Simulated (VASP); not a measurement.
The system is NbTe.

```xyz
2
Lattice="0.0000 2.8559 2.8559 2.8559 0.0000 2.8559 2.8559 2.8559 0.0000" Properties=species:S:1:pos:R:3 pbc="T T T"
Nb    2.8559    2.8559    2.8559
Te    0.0000    0.0000    0.0000
```

Base run:

```yaml
Program: VASP 6.6.1
Functional: PBE
Potentials_or_basis: VASP PAW PBE potentials, release 64 (Nb_sv, Te)
Cutoff: 520 eV
k_mesh: 10 × 10 × 10
Occupations: gaussian, width 0.05 eV
Spin: collinear spin
Starting_moments: "[0.83, 0.0] μB"
```

Its results: band gap on the k mesh zero (filled and empty bands overlap); pressure -0.1 GPa.

Task: The run is repeated on the same cell with these changes: spin from collinear spin to no spin polarisation; further incar settings from ALGO = Normal; EDIFF = 1e-06; NBANDS = 20 to ALGO = Normal; EDIFF = 1e-06; NBANDS = 16. What comes out?

Result: Band gap on the k mesh zero (an odd number of electrons rules out a gap without spin polarisation); pressure -0.9 GPa.

Caveats: spin-orbit coupling is left out, which moves the levels of the heavy elements.
